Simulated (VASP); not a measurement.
Input of a VASP 6.6.1 run:

Contents of INCAR:

```
PREC     = Accurate       # precision mode
ENCUT    = 600            # plane-wave cutoff, eV
EDIFF    = 1E-7           # SCF threshold, eV
ISMEAR   = 0              # smearing method
SIGMA    = 0.1            # smearing width, eV
LREAL    = F              # projectors in reciprocal space
LASPH    = T              # aspherical terms in the spheres
NELM     = 80             # most SCF steps
ALGO     = Normal         # electronic algorithm
ISIF     = 3              # what is computed and relaxed
LWAVE    = F              # write WAVECAR
LCHARG   = F              # write CHGCAR
GGA      = PE             # functional
IBRION   = 2              # ionic algorithm
NSW      = 100            # ionic steps
EDIFFG   = -0.01          # ionic threshold
```

The input KPOINTS:

```
Automatic mesh
0
Gamma
  8 8 8
```

POSCAR

```
MgCdTe3
1.0
    5.3246750100      0.0000000000      0.0000000000
    0.0000000000      5.3246750100      0.0000000000
    0.0000000000      0.0000000000      5.3246750100
Mg Cd Te
1 1 3
Direct
    0.5000000000      0.5000000000      0.5000000000
    0.0000000000      0.0000000000      0.0000000000
    0.0000000000      0.5000000000      0.5000000000
    0.5000000000      0.0000000000      0.5000000000
    0.5000000000      0.5000000000      0.0000000000
```

Potentials or basis: VASP PAW PBE potentials, release 64 (Mg, Cd, Te).

The run is started by

```bash
$ cat potpaw_PBE.64/Mg/POTCAR potpaw_PBE.64/Cd/POTCAR potpaw_PBE.64/Te/POTCAR > POTCAR
$ mpirun -np 1 vasp_std > vasp.out
```

Q: What does it give for the space group after relaxing (to 0.05 Å)?

A: Pm-3m (No. 221).

Q: Predict the relaxed cell.

A: a = 5.501 Å, b = 5.501 Å, c = 5.501 Å, α = 90.00°, β = 90.00°, γ = 90.00°.

Final structure:
```
Mg Cd Te
1.0
     5.50084    0.00000    0.00000
     0.00000    5.50084    0.00000
     0.00000    0.00000    5.50084
Mg Cd Te
1 1 3
Cartesian
  2.7504 2.7504 2.7504
  0.0000 0.0000 0.0000
  0.0000 2.7504 2.7504
  2.7504 0.0000 2.7504
  2.7504 2.7504 0.0000
```
